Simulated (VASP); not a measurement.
# W in VASP: notebook

W is run at these levels: r2SCAN; tasks: single point.

Everything below comes from runs of VASP 6.6.1. Logs are shortened: lines on timing, memory, paths and dates and some standing lists are left out, and cuts for length are marked.

## (1) The cell of the first run

The typed cell holds 1 atom: a = 3.150 Å, b = 3.150 Å, c = 2.738 Å, α = 125.13°, β = 54.87°, γ = 90.00°.

## (2) Single point, r2SCAN

File POSCAR:

```
W
1.0
    3.1504263261      0.0000000076      0.0002193504
    0.0000000076      3.1504263261     -0.0002193504
    1.5753242132     -1.5753242132      1.5914848373
W
1
Direct
    0.0000000000      0.0000000000      0.0000000000
```

File INCAR.step1:

```
ALGO     = Normal         # electronic algorithm
EDIFF    = 1E-5           # SCF threshold, eV
ENCUT    = 550            # plane-wave cutoff, eV
GGA      = PE             # functional
GGA_COMPAT= False        
ISMEAR   = 0              # smearing method
LASPH    = True           # aspherical terms in the spheres
LCHARG   = False          # write CHGCAR
LREAL    = False          # projectors in reciprocal space
LWAVE    = True           # write WAVECAR
NBANDS   = 13             # bands
NELM     = 120            # most SCF steps
PREC     = Accurate       # precision mode
SIGMA    = 0.1            # smearing width, eV
```

File INCAR.step2:

```
ALGO     = Normal         # electronic algorithm
EDIFF    = 1E-6           # SCF threshold, eV
ENCUT    = 550            # plane-wave cutoff, eV
GGA_COMPAT= False        
ISIF     = 2              # what is computed and relaxed
ISMEAR   = 0              # smearing method
ISTART   = 1            
LASPH    = True           # aspherical terms in the spheres
LCHARG   = False          # write CHGCAR
LMIXTAU  = True         
LREAL    = False          # projectors in reciprocal space
LWAVE    = False          # write WAVECAR
METAGGA  = R2SCAN         # meta-GGA
NBANDS   = 13             # bands
NELM     = 120            # most SCF steps
PREC     = Accurate       # precision mode
SIGMA    = 0.1            # smearing width, eV
```

File KPOINTS:

```
k-points
0
Gamma
  11 11 21
```

Potentials or basis: VASP PAW PBE potentials, release 64 (W_sv).

Command:

```
> cat potpaw_PBE.64/W_sv/POTCAR > POTCAR
> cp INCAR.step1 INCAR
> mpirun -np 1 vasp_std > vasp.out
> cp INCAR.step2 INCAR
> mpirun -np 1 vasp_std > vasp.out
```

OUTCAR:

```text
EDIFF = 1E-6
   ENCUT = 550
   ISIF = 2
   ISMEAR = 0
   ISTART = 1
   LASPH = True
   LREAL = False
   METAGGA = R2SCAN
   NELM = 120
   PREC = Accurate

 ion  position               nearest neighbor table
   1  0.000  0.000  0.000-

  LATTYP: Found a base centered monoclinic cell.
 ALAT       =     3.1825309893
 B/A-ratio  =     1.3999472946
 C/A-ratio  =     0.8601308610
 COS(beta)  =    -0.5811464438

  Lattice vectors:

 A1 = (   1.5751021129,   1.5753242208,  -1.5912654869)
 A2 = (  -1.5753242208,  -1.5751021129,  -1.5912654869)
 A3 = (  -1.5751021053,   1.5751021053,   1.5910461365)

Analysis of symmetry for initial positions (statically):
=====================================================================
 Subroutine PRICEL returns:
 Original cell was already a primitive cell.

 Routine SETGRP: Setting up the symmetry group for a
 base centered monoclinic supercell.

 Subroutine GETGRP returns: Found  4 space group operations
 (whereof  4 operations were pure point group operations)
 out of a pool of  4 trial point group operations.

The static configuration has the point symmetry C_2h.

Analysis of symmetry for dynamics (positions and initial velocities):
=====================================================================
 Subroutine PRICEL returns:
 Original cell was already a primitive cell.

 Routine SETGRP: Setting up the symmetry group for a
 base centered monoclinic supercell.

 Subroutine GETGRP returns: Found  4 space group operations
 (whereof  4 operations were pure point group operations)
 out of a pool of  4 trial point group operations.

The dynamic configuration has the point symmetry C_2h.

 Subroutine INISYM returns: Found  4 space group operations
 (whereof  4 operations are pure point group operations),
 and found     1 'primitive' translations

----------------------------------------------------------------------------------------

                                     Primitive cell

  volume of cell :      15.7936

  direct lattice vectors                    reciprocal lattice vectors
     3.150426326  0.000000008  0.000219350     0.317439237 -0.000021880 -0.314237479
     0.000000008  3.150426326 -0.000219350    -0.000021880  0.317439237  0.314237479
     1.575324213 -1.575324213  1.591484837    -0.000043755  0.000043755  0.628430653

  length of vectors
     3.150426334  3.150426334  2.737903713     0.446668627  0.446668627  0.628430656

  position of ions in fractional coordinates (direct lattice)
     0.000000000  0.000000000  0.000000000

  ion indices of the primitive-cell ions
   primitive index   ion index
                 1           1

----------------------------------------------------------------------------------------

 KPOINTS: k-points

Automatic generation of k-mesh.
 Grid dimensions read from file:
 generate k-points for:   11   11   21

 Generating k-lattice:

  Cartesian coordinates                     Fractional coordinates (reciprocal lattice)
     0.028858112 -0.000001989 -0.028567044     0.090909091  0.000000000 -0.000000000
    -0.000001989  0.028858112  0.028567044     0.000000000  0.090909091  0.000000000
    -0.000002084  0.000002084  0.029925269     0.000000000  0.000000000  0.047619048

  Length of vectors
     0.040606239  0.040606239  0.029925269

  Shift w.r.t. Gamma in fractional coordinates (k-lattice)
     0.000000000  0.000000000  0.000000000

 Subroutine IBZKPT returns following result:
 ===========================================

 Found    696 irreducible k-points:

 Following reciprocal coordinates:
            Coordinates               Weight
  0.000000  0.000000  0.000000      1.000000
  0.090909 -0.000000  0.000000      4.000000
  0.181818  0.000000  0.000000      4.000000
  0.272727  0.000000  0.000000      4.000000
  0.363636 -0.000000  0.000000      4.000000
  0.454545  0.000000  0.000000      4.000000
[... 16 lines left out ...]
 -0.272727  0.181818 -0.000000      4.000000
 -0.181818  0.181818 -0.000000      2.000000
 [... further k-points ...]
   k-points           NKPTS =    696   k-points in BZ     NKDIM =    696   number of bands    NBANDS=     13
   number of dos      NEDOS =    301   number of ions     NIONS =      1
   total plane-waves  NPLWV =  13824
   dimension x,y,z NGX =    24 NGY =   24 NGZ =   24
   dimension x,y,z NGXF=    48 NGYF=   48 NGZF=   48
   ions per type =               1
   NGX,Y,Z   is equivalent  to a cutoff of  12.66, 12.66, 14.57 a.u.
   NGXF,Y,Z  is equivalent  to a cutoff of  25.33, 25.33, 29.15 a.u.
 SYSTEM =  unknown system
   PREC   = accura    normal or accurate (medium, high low for compatibility)
   ISTART =      1    job   : 0-new  1-cont  2-samecut
   ICHARG =      0    charge: 1-file 2-atom 10-const
   ISPIN  =      1    spin polarized calculation?
   LNONCOLLINEAR =      F non collinear calculations
   LSORBIT =      F    spin-orbit coupling
   LASPH  =      T    aspherical Exc in radial PAW
   ENCUT  =  550.0 eV  40.42 Ry    6.36 a.u.   6.02  6.02  5.24*2*pi/ulx,y,z
   NELM   =    120;   NELMIN=  2; NELMDL=  0     # of ELM steps
   EDIFF  = 0.1E-05   stopping-criterion for ELM
   LREAL  =      F    real-space projection
[... 7 lines left out ...]
   TEBEG  =    0.0;   TEEND  =   0.0 temperature during run
   PSTRESS=    0.0 pullay stress
   NELECT =      14.0000    total number of electrons
   NUPDOWN=      -1.0000    fix difference up-down
   EMIN   =  10.00;   EMAX   =-10.00  energy-range for DOS
   EFERMI =   0.00;   METHOD = LEGACY
   ISMEAR =     0;   SIGMA  =   0.10  broadening in eV -4-tet -1-fermi 0-gaus
   EFERMI_NEDOS =   21; number of points for ismear=-14 and -15
   IALGO  =     38    algorithm
   IMIX   =      4    mixing-type and parameters
     AMIX     =   0.40;   BMIX     =  1.00
     AMIX_MAG =   1.60;   BMIX_MAG =  1.00
  volume/ion in A,a.u.               =      15.79       106.58
  Fermi-wavevector in a.u.,A,eV,Ry     =   1.572620  2.971821 33.649019  2.473133
  Thomas-Fermi vector in A             =   2.674027
   LORBIT       =      0    0 simple, 1 ext, 2 COOP (PROOUT), +10 PAW based schemes
   METAGGA = R2SCAN    functional components
   LHFCALC =     F    Hartree Fock is set to
   AEXX    =    0.0000 exact exchange contribution
   IVDW    =     0    specifies the selected vdW correction
   LEPSILON=     F    determine dielectric tensor
   LRPA    =     F    only Hartree local field effects (RPA)
 non-spin polarized calculation
 Gauss-broadening in eV      SIGMA  =   0.10
  energy-cutoff  :      550.00
  volume of cell :       15.79
 maximum number of plane-waves:       474
   NGX = 13   NGY = 13   NGZ = 11

 number of electron      14.0000001 magnetization

 Free energy of the ion-electron system (eV)
  ---------------------------------------------------
  ext. energy  EPLUGINS =         0.00000000
  ---------------------------------------------------
  free energy    TOTEN  =       -51.34961552 eV

  energy without entropy =      -51.34703779  energy(sigma->0) =      -51.34832665

 E-fermi :  11.3836     XC(G=0): -14.9844

 val. band max:       11.3774778007   @ k =  -0.4545   0.0000   0.3333
 cond. band min:      11.3880377353   @ k =   0.0909   0.0909   0.1905
 fundamental gap:      0.0105599346
 Fermi energy:        11.3836467367

 k-point     1 :       0.0000    0.0000    0.0000
  band No.  band energies     occupation
      1     -64.7676      2.00000
      2     -27.6256      2.00000
      3     -27.6200      2.00000
      4     -27.6191      2.00000
      5       1.1927      2.00000
      6      10.0073      2.00000
      7      10.0075      2.00000
      8      10.1510      2.00000
      9      13.8150      0.00000
     10      14.0072      0.00000
     11      26.4720      0.00000
     12      26.6830      0.00000
     13      26.6832      0.00000

 k-point     2 :       0.0909   -0.0000    0.0000
  band No.  band energies     occupation
      1     -64.7556      2.00000
      2     -27.7400      2.00000
      3     -27.6566      2.00000
      4     -27.6242      2.00000
      5       1.6058      2.00000
      6       9.8247      2.00000
      7       9.9412      2.00000
      8      10.4862      2.00000
      9      13.4782      0.00000
     10      13.9663      0.00000
     11      26.8994      0.00000
     12      27.3864      0.00000
     13      27.5498      0.00000

 k-point     3 :       0.1818    0.0000    0.0000
  band No.  band energies     occupation
      1     -64.7231      2.00000
      2     -28.0516      2.00000
      3     -27.7536      2.00000
      4     -27.6253      2.00000
      5       2.7116      2.00000
      6       9.2240      2.00000
      7       9.6281      2.00000
      8      11.6472      0.00019
      9      13.0600      0.00000
     10      13.9967      0.00000
     11      27.3508      0.00000
     12      29.1207      0.00000
     13      29.3419      0.00000
[... 305 lines left out ...]
 k-point    23 :      -0.2727    0.1818   -0.0000
  band No.  band energies     occupation
      1     -64.6264      2.00000
      2     -28.7479      2.00000
      3     -28.1017      2.00000
      4     -27.7398      2.00000
      5       5.7621      2.00000
      6       8.0103      2.00000
      7       9.0245      2.00000
      8      13.2112      0.00000
      9      14.6716      0.00000
     10      17.3358      0.00000
     11      24.0509      0.00000
     12      26.8741      0.00000
     13      29.2510      0.00000

 k-point    24 :      -0.1818    0.1818   -0.0000
  band No.  band energies     occupation
      1     -64.6597      2.00000
      2     -28.5438      2.00000
      3     -27.9374      2.00000
      4     -27.7163      2.00000
      5       4.9226      2.00000
      6       8.3960      2.00000
      7       8.7293      2.00000
      8      12.7823      0.00000
      9      14.5385      0.00000
     10      15.0118      0.00000
     11      26.1993      0.00000
     12      28.4903      0.00000
     13      31.0914      0.00000

 [... further k-points ...]

------------------------ aborting loop because EDIFF is reached ----------------------------------------

  FORCE on cell =-STRESS in cart. coord.  units (eV):
  Direction    XX          YY          ZZ          XY          YZ          ZX
  --------------------------------------------------------------------------------------
  -------------------------------------------------------------------------------------
  Total        0.4702169      0.4702169      0.1294018      0.0086242     -0.0029487      0.0029485
  in kB       47.7009993     47.7009993     13.1271250      0.8748770     -0.2991315      0.2991140
  external PRESSURE =      36.1763746 kB  Pullay stress =       0.0000000 kB

 VOLUME and BASIS-vectors are now :
 -----------------------------------------------------------------------------
  energy-cutoff  :      550.00
  volume of cell :       15.79
      direct lattice vectors                 reciprocal lattice vectors
     3.150426326  0.000000008  0.000219350     0.317439237 -0.000021880 -0.314237479
     0.000000008  3.150426326 -0.000219350    -0.000021880  0.317439237  0.314237479
     1.575324213 -1.575324213  1.591484837    -0.000043755  0.000043755  0.628430653

 POSITION                                       TOTAL-FORCE (eV/Angst)
 -----------------------------------------------------------------------------------
      0.00000      0.00000      0.00000        -0.000000      0.000000      0.000000
 -----------------------------------------------------------------------------------
    total drift:                               -0.000000      0.000000     -0.000000

  FREE ENERGIE OF THE ION-ELECTRON SYSTEM (eV)
  ---------------------------------------------------
  free  energy   TOTEN  =       -51.3496155175 eV

  energy  without entropy=      -51.3470377898  energy(sigma->0) =      -51.34832665
```

Wall time 15 min (1 thread of Oxide Virtual Turin-like, shared host); peak memory 0.23 GiB.

What came out:

```yaml
Free_energy: -51.3496 eV
Pressure: 3.6 GPa
Band_gap_on_the_k_mesh: zero (bands 7 and 8 overlap by 6.30 eV)
```

Caveat: the cell stands under pressure; the PAW data sets were made with another functional, which shifts forces and pressure a little; spin-orbit coupling is left out, which moves the levels of the heavy elements.

(Part 1 of 2 ends here.)
